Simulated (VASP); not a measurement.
# K2Nb2O (P6/mmm) in VASP: further runs

K2Nb2O is run at these levels: PBE; tasks: single point, relaxation of cell and atoms.

All numbers are computed with VASP 6.6.1; they aren't measurements. Logs are shortened: lines on timing, memory, paths and dates and some standing lists are left out, and cuts for length are marked.

## Step 1: The cell of the first run

Symmetry: P6/mmm, No. 191, hexagonal system. Conventional cell: a = 4.522 Å, b = 4.522 Å, c = 7.957 Å, α = 90.00°, β = 90.00°, γ = 120.00°. Within 3.3 Å of K (site symmetry 6mm) lie 1 O at 2.50 Å and 1 K at 2.96 Å. Within 3.4 Å of Nb (site symmetry -6m2) lie 3 Nb at 2.61 Å and 3 O at 2.61 Å. O (site symmetry 6/mmm) has 2 K at 2.50 Å and 6 Nb at 2.61 Å within 3.3 Å.

The cell was built from a structure type or drawn by symmetry, and may not be a known phase.

## Step 2: Single point, PBE, collinear spin, zero start

INCAR reads:

```
SYSTEM = K2Nb2O
PREC = Accurate ; ENCUT = 520
EDIFF = 1E-6 ; ISMEAR = 0
SIGMA = 0.1 ; LREAL = .FALSE.
LASPH = .TRUE. ; NELM = 150
ALGO = Normal ; ISIF = 2
LWAVE = .FALSE. ; LCHARG = .FALSE.
ISPIN = 2 ; MAGMOM = 0 0 0 0 0
LORBIT = 11 ; LMAXMIX = 4
GGA = PE ; NBANDS = 37
```

KPOINTS reads:

```
regular mesh
0
G
  6 6 2
  0 0 0
```

POSCAR reads:

```
K2Nb2O
1.0
    4.5219239100      0.0000000000      0.0000000000
   -2.2609619600      3.9161009800      0.0000000000
    0.0000000000      0.0000000000      7.9565783600
K Nb O
2 2 1
Direct
    0.0000000000      0.0000000000      0.6861934400
    0.0000000000      0.0000000000      0.3138065600
    0.3333333300      0.6666666700      0.0000000000
    0.6666666700      0.3333333300      0.0000000000
    0.0000000000      0.0000000000      0.0000000000
```

Potentials or basis: VASP PAW PBE potentials, release 64 (K_sv, Nb_sv, O).

Command:

```
$ cat potpaw_PBE.64/K_sv/POTCAR potpaw_PBE.64/Nb_sv/POTCAR potpaw_PBE.64/O/POTCAR > POTCAR
$ mpirun -np 1 vasp_std > vasp.out
```

OUTCAR:

```text
SYSTEM = K2Nb2O
   PREC = Accurate
   ENCUT = 520
   EDIFF = 1E-6
   ISMEAR = 0
   LREAL = .FALSE.
   LASPH = .TRUE.
   NELM = 150
   ISIF = 2
   ISPIN = 2
   LORBIT = 11
   GGA = PE

 ion  position               nearest neighbor table
   1  0.000  0.000  0.686-   5 2.50   2 2.96
   2  0.000  0.000  0.314-   5 2.50   1 2.96
   3  0.333  0.667  0.000-   4 2.61   4 2.61   4 2.61
   4  0.667  0.333  0.000-   3 2.61   3 2.61   3 2.61
   5  0.000  0.000  0.000-   1 2.50   2 2.50

  LATTYP: Found a hexagonal cell.
 ALAT       =     4.5219239100
 C/A-ratio  =     1.7595560028

  Lattice vectors:

 A1 = (   4.5219239100,   0.0000000000,   0.0000000000)
 A2 = (  -2.2609619600,   3.9161009800,   0.0000000000)
 A3 = (   0.0000000000,   0.0000000000,   7.9565783600)

Analysis of symmetry for initial positions (statically):
=====================================================================
 Subroutine PRICEL returns:
 Original cell was already a primitive cell.

 Routine SETGRP: Setting up the symmetry group for a
 hexagonal supercell.

 Subroutine GETGRP returns: Found 24 space group operations
 (whereof 24 operations were pure point group operations)
 out of a pool of 24 trial point group operations.

The static configuration has the point symmetry D_6h.

Analysis of symmetry for dynamics (positions and initial velocities):
=====================================================================
 Subroutine PRICEL returns:
 Original cell was already a primitive cell.

 Routine SETGRP: Setting up the symmetry group for a
 hexagonal supercell.

 Subroutine GETGRP returns: Found 24 space group operations
 (whereof 24 operations were pure point group operations)
 out of a pool of 24 trial point group operations.

The dynamic configuration has the point symmetry D_6h.

Analysis of structural, dynamic, and magnetic symmetry:
=====================================================================
 Subroutine PRICEL returns:
 Original cell was already a primitive cell.

 Routine SETGRP: Setting up the symmetry group for a
 hexagonal supercell.

 Subroutine GETGRP returns: Found 24 space group operations
 (whereof 24 operations were pure point group operations)
 out of a pool of 24 trial point group operations.

The overall configuration has the point symmetry D_6h.

 Subroutine INISYM returns: Found 24 space group operations
 (whereof 24 operations are pure point group operations),
 and found     1 'primitive' translations

----------------------------------------------------------------------------------------

                                     Primitive cell

  volume of cell :     140.8976

  direct lattice vectors                    reciprocal lattice vectors
     4.521923910  0.000000000  0.000000000     0.221144809  0.127678015  0.000000000
    -2.260961960  3.916100980  0.000000000     0.000000000  0.255356030  0.000000000
     0.000000000  0.000000000  7.956578360     0.000000000  0.000000000  0.125682166

  length of vectors
     4.521923910  4.521923912  7.956578360     0.255356030  0.255356030  0.125682166

  position of ions in fractional coordinates (direct lattice)
     0.000000000  0.000000000  0.686193440
     0.000000000  0.000000000  0.313806560
     0.333333330  0.666666670  0.000000000
     0.666666670  0.333333330  0.000000000
     0.000000000  0.000000000  0.000000000

  ion indices of the primitive-cell ions
   primitive index   ion index
                 1           1
                 2           2
                 3           3
                 4           4
                 5           5

----------------------------------------------------------------------------------------

 KPOINTS: regular mesh

Automatic generation of k-mesh.
 Grid dimensions read from file:
 generate k-points for:    6    6    2

 Generating k-lattice:

  Cartesian coordinates                     Fractional coordinates (reciprocal lattice)
     0.036857468  0.021279669  0.000000000     0.166666667  0.000000000  0.000000000
     0.000000000  0.042559338  0.000000000     0.000000000  0.166666667  0.000000000
     0.000000000  0.000000000  0.062841083     0.000000000  0.000000000  0.500000000

  Length of vectors
     0.042559338  0.042559338  0.062841083

  Shift w.r.t. Gamma in fractional coordinates (k-lattice)
     0.000000000  0.000000000  0.000000000

 Subroutine IBZKPT returns following result:
 ===========================================

 Found     14 irreducible k-points:

 Following reciprocal coordinates:
            Coordinates               Weight
  0.000000  0.000000  0.000000      1.000000
  0.166667  0.000000  0.000000      6.000000
  0.333333  0.000000  0.000000      6.000000
  0.500000 -0.000000  0.000000      3.000000
  0.166667  0.166667  0.000000      6.000000
  0.333333  0.166667  0.000000     12.000000
  0.333333  0.333333  0.000000      2.000000
  0.000000  0.000000  0.500000      1.000000
  0.166667  0.000000  0.500000      6.000000
  0.333333  0.000000  0.500000      6.000000
  0.500000 -0.000000  0.500000      3.000000
  0.166667  0.166667  0.500000      6.000000
  0.333333  0.166667  0.500000     12.000000
  0.333333  0.333333  0.500000      2.000000
   k-points           NKPTS =     14   k-points in BZ     NKDIM =     14   number of bands    NBANDS=     37
   number of dos      NEDOS =    301   number of ions     NIONS =      5
   total plane-waves  NPLWV =  77760
   dimension x,y,z NGX =    36 NGY =   36 NGZ =   60
   dimension x,y,z NGXF=    72 NGYF=   72 NGZF=  120
   ions per type =               2   2   1
   NGX,Y,Z   is equivalent  to a cutoff of  13.24, 13.24, 12.54 a.u.
   NGXF,Y,Z  is equivalent  to a cutoff of  26.47, 26.47, 25.07 a.u.
 SYSTEM =  K2Nb2O
   PREC   = accura    normal or accurate (medium, high low for compatibility)
   ISTART =      0    job   : 0-new  1-cont  2-samecut
   ICHARG =      2    charge: 1-file 2-atom 10-const
   ISPIN  =      2    spin polarized calculation?
   LNONCOLLINEAR =      F non collinear calculations
   LSORBIT =      F    spin-orbit coupling
   LASPH  =      T    aspherical Exc in radial PAW
   ENCUT  =  520.0 eV  38.22 Ry    6.18 a.u.   8.41  8.41 14.79*2*pi/ulx,y,z
   NELM   =    150;   NELMIN=  2; NELMDL= -5     # of ELM steps
   EDIFF  = 0.1E-05   stopping-criterion for ELM
   LREAL  =      F    real-space projection
   EDIFFG = 0.1E-04   stopping-criterion for IOM
   NSW    =      0    number of steps for IOM
   IBRION =     -1    ionic relax: 0-MD 1-quasi-New 2-CG
   NFREE  =      0    steps in history (QN), initial steepest desc. (CG)
   ISIF   =      2    stress and relaxation
   ISYM   =      2    0-nonsym 1-usesym 2-fastsym
   POTIM  = 0.5000    time-step for ionic-motion
   TEBEG  =    0.0;   TEEND  =   0.0 temperature during run
   PSTRESS=    0.0 pullay stress
   NELECT =      50.0000    total number of electrons
   NUPDOWN=      -1.0000    fix difference up-down
   EMIN   =  10.00;   EMAX   =-10.00  energy-range for DOS
   EFERMI =   0.00;   METHOD = LEGACY
   ISMEAR =     0;   SIGMA  =   0.10  broadening in eV -4-tet -1-fermi 0-gaus
   EFERMI_NEDOS =   21; number of points for ismear=-14 and -15
   IALGO  =     38    algorithm
   IMIX   =      4    mixing-type and parameters
     AMIX     =   0.40;   BMIX     =  1.00
     AMIX_MAG =   1.60;   BMIX_MAG =  1.00
  volume/ion in A,a.u.               =      28.18       190.16
  Fermi-wavevector in a.u.,A,eV,Ry     =   1.159036  2.190261 18.277590  1.343365
  Thomas-Fermi vector in A             =   2.295633
   LORBIT       =     11    0 simple, 1 ext, 2 COOP (PROOUT), +10 PAW based schemes
   GGA     = PE    functional components
   LHFCALC =     F    Hartree Fock is set to
   AEXX    =    0.0000 exact exchange contribution
   IVDW    =     0    specifies the selected vdW correction
   LEPSILON=     F    determine dielectric tensor
   LRPA    =     F    only Hartree local field effects (RPA)
 spin polarized calculation
 Gauss-broadening in eV      SIGMA  =   0.10
  energy-cutoff  :      520.00
  volume of cell :      140.90
 maximum number of plane-waves:      3851
 NGX is ok and might be reduce to    36
   NGX = 17   NGY = 17   NGZ = 29

 number of electron      50.0000004 magnetization       0.0002180

 number of electron      50.0000004 magnetization      -0.0004442

 Free energy of the ion-electron system (eV)
  ---------------------------------------------------
  ext. energy  EPLUGINS =         0.00000000
  ---------------------------------------------------
  free energy    TOTEN  =       -24.68368068 eV

  energy without entropy =      -24.65695491  energy(sigma->0) =      -24.67031780

 E-fermi :   3.2559     XC(G=0):  -8.4847

 val. band max:        3.1664836495   @ k =   0.1667   0.1667   0.5000
 cond. band min:       3.2622924858   @ k =   0.5000  -0.0000   0.0000
 fundamental gap:      0.0958088363
 Fermi energy:         3.2559300876

 spin component 1

 k-point     1 :       0.0000    0.0000    0.0000
  band No.  band energies     occupation
      1     -51.3584      1.00000
      2     -50.9417      1.00000
      3     -27.9198      1.00000
      4     -27.9198      1.00000
      5     -27.7563      1.00000
      6     -27.6319      1.00000
[... 29 lines left out ...]
     36       8.7408      0.00000
     37       8.9461      0.00000

 k-point     2 :       0.1667    0.0000    0.0000
  band No.  band energies     occupation
      1     -51.3345      1.00000
      2     -50.9670      1.00000
      3     -27.9502      1.00000
      4     -27.8632      1.00000
      5     -27.7547      1.00000
      6     -27.6252      1.00000
[... 29 lines left out ...]
     36       8.6341      0.00000
     37       8.7469      0.00000
[... 438 lines left out ...]
     36       8.3935      0.00000
     37       8.8554      0.00000

 k-point    14 :       0.3333    0.3333    0.5000
  band No.  band energies     occupation
      1     -51.1534      1.00000
      2     -51.1534      1.00000
      3     -28.1078      1.00000
      4     -27.7488      1.00000
      5     -27.6035      1.00000
      6     -27.3015      1.00000
[... 29 lines left out ...]
     36       8.4725      0.00000
     37       8.4728      0.00000
 Fermi energy:         3.2559300876

 spin component 2

 k-point     1 :       0.0000    0.0000    0.0000
  band No.  band energies     occupation
      1     -51.3585      1.00000
      2     -50.9418      1.00000
      3     -27.9199      1.00000
      4     -27.9199      1.00000
      5     -27.7563      1.00000
      6     -27.6320      1.00000
[... 29 lines left out ...]
     36       8.7402      0.00000
     37       8.9461      0.00000

 k-point     2 :       0.1667    0.0000    0.0000
  band No.  band energies     occupation
      1     -51.3346      1.00000
      2     -50.9671      1.00000
      3     -27.9504      1.00000
      4     -27.8633      1.00000
      5     -27.7547      1.00000
      6     -27.6252      1.00000
[... 29 lines left out ...]
     36       8.6480      0.00000
     37       8.7446      0.00000
[... 438 lines left out ...]
     36       8.3943      0.00000
     37       8.8521      0.00000

 k-point    14 :       0.3333    0.3333    0.5000
  band No.  band energies     occupation
      1     -51.1534      1.00000
      2     -51.1534      1.00000
      3     -28.1079      1.00000
      4     -27.7488      1.00000
      5     -27.6035      1.00000
      6     -27.3017      1.00000
[... 29 lines left out ...]
     36       8.4724      0.00000
     37       8.4724      0.00000

------------------------ aborting loop because EDIFF is reached ----------------------------------------

  FORCE on cell =-STRESS in cart. coord.  units (eV):
  Direction    XX          YY          ZZ          XY          YZ          ZX
  --------------------------------------------------------------------------------------
  -------------------------------------------------------------------------------------
  Total       -3.1756493     -3.1756493      3.8332319      0.0000000     -0.0000000     -0.0000000
  in kB      -36.1110103    -36.1110103     43.5885279      0.0000000     -0.0000000     -0.0000000
  external PRESSURE =      -9.5444975 kB  Pullay stress =       0.0000000 kB

 VOLUME and BASIS-vectors are now :
 -----------------------------------------------------------------------------
  energy-cutoff  :      520.00
  volume of cell :      140.90
      direct lattice vectors                 reciprocal lattice vectors
     4.521923910  0.000000000  0.000000000     0.221144809  0.127678015  0.000000000
    -2.260961960  3.916100980  0.000000000     0.000000000  0.255356030  0.000000000
     0.000000000  0.000000000  7.956578360     0.000000000  0.000000000  0.125682166

 POSITION                                       TOTAL-FORCE (eV/Angst)
 -----------------------------------------------------------------------------------
      0.00000      0.00000      5.45975        -0.000000      0.000000      0.159115
      0.00000      0.00000      2.49683        -0.000000      0.000000     -0.159115
     -0.00000      2.61073      0.00000         0.000000      0.000000      0.000000
      2.26096      1.30537      0.00000        -0.000000     -0.000000      0.000000
      0.00000      0.00000      0.00000        -0.000000     -0.000000      0.000000
 -----------------------------------------------------------------------------------
    total drift:                                0.000000     -0.000000     -0.000000

  FREE ENERGIE OF THE ION-ELECTRON SYSTEM (eV)
  ---------------------------------------------------
  free  energy   TOTEN  =       -24.6836806815 eV

  energy  without entropy=      -24.6569549139  energy(sigma->0) =      -24.67031780

 total charge

# of ion       s       p       d       tot
------------------------------------------
    1        1.978   5.572   0.050   7.600
    2        1.978   5.572   0.050   7.600
    3        2.182   5.929   2.686  10.797
    4        2.182   5.929   2.686  10.797
    5        1.590   3.253   0.000   4.843
--------------------------------------------------
tot          9.910  26.255   5.473  41.638

 magnetization (x)

# of ion       s       p       d       tot
------------------------------------------
    1       -0.000  -0.000   0.000  -0.000
    2       -0.000  -0.000   0.000  -0.000
    3       -0.000  -0.000  -0.000  -0.000
    4       -0.000  -0.000  -0.000  -0.000
    5       -0.000  -0.000   0.000  -0.000
--------------------------------------------------
tot         -0.000  -0.000  -0.000  -0.000
```

It took 81 s on 1 thread of Intel Xeon 6975P-C (Granite Rapids), shared host; peak memory 0.38 GiB.

Results:

```
Free energy                                           : -24.6837 eV
Pressure                                              : -1.0 GPa
Largest force                                         : 0.159 eV/Å
Band gap on the k mesh                                : zero (filled and empty bands overlap)
Net moment                                            : 0.00 μB per cell
Valence electrons inside the program's atomic spheres : K 7.60; Nb 10.80; O 4.84
```

Forces on the atoms (eV/Å):
```
K    0.000  0.000  0.159
K    0.000  0.000 -0.159
Nb   0.000  0.000  0.000
Nb   0.000  0.000  0.000
O    0.000  0.000  0.000
```

Levels at points of the mesh, in eV from the Fermi level:
Spin up:
| k point | band 23 | band 24 | band 25 | band 26 | band 27 | band 28 |
| --- | --- | --- | --- | --- | --- | --- |
| (0.00, 0.00, 0.00) | -0.66 | -0.66 | 0.29 | 0.70 | 0.70 | 1.08 |
| (0.50, 0.00, 0.00) | -0.41 | -0.14 | 0.01 | 0.01 | 0.47 | 1.25 |
| (0.00, 0.00, 0.50) | -0.67 | -0.67 | -0.62 | 0.70 | 0.70 | 2.19 |
| (0.50, 0.00, 0.50) | -0.27 | -0.14 | -0.10 | 0.32 | 0.40 | 1.28 |
Spin down:
```
           k point  band 21  band 22  band 23  band 24  band 25  band 26  band 27  band 28  band 29  band 30
(0.00, 0.00, 0.00)    -2.47    -0.70    -0.66    -0.66     0.29     0.70     0.70     1.08     2.24     2.24
(0.50, 0.00, 0.00)    -1.49    -1.16    -0.41    -0.14     0.01     0.01     0.47     1.25     1.75     2.64
(0.00, 0.00, 0.50)    -2.00    -1.11    -0.67    -0.67    -0.62     0.70     0.70     2.19     2.19     2.28
(0.50, 0.00, 0.50)    -1.49    -1.17    -0.27    -0.14    -0.10     0.32     0.40     1.28     1.50     1.89
```

Caveat: the k points lie up to 0.39 Å⁻¹ apart, too coarse for converged energies and pressures of a metal.

(Part 1 of 2 ends here.)
